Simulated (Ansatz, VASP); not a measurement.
## CdO in VASP and in Ansatz

```
Cd O
1.0
     0.00000    2.34815    2.34815
     2.34815    0.00000    2.34815
     2.34815    2.34815    0.00000
Cd O
1 1
Cartesian
  0.0000 0.0000 0.0000
  2.3482 2.3482 2.3482
```

Alike in both runs: task single point; functional PBE; k mesh 8 × 8 × 8; occupations gaussian, width 0.05 eV; no spin polarisation.

|  | VASP | Ansatz |
| --- | --- | --- |
| version | VASP 6.6.1 | Ansatz 0.2.0 |
| potentials or method | VASP PAW PBE potentials, release 64 (Cd, O), cutoff 600 eV | scalar-relativistic, plane waves, PAW |
| valence electrons in the cell | 18 | 26 |

Ansatz gave:

- gap on the k mesh at the Fermi level (eV): none
- pressure (GPa): 6.4

Problem. Estimate VASP's values.

Solution. gap on the k mesh at the Fermi level (eV): none; pressure (GPa): 7.6.

A gap of «none» marks a metal or a gap that the smearing closes. VASP's potentials hold 18 valence electrons a cell and Ansatz's 26, so a difference there can come from the potentials and not from the codes.
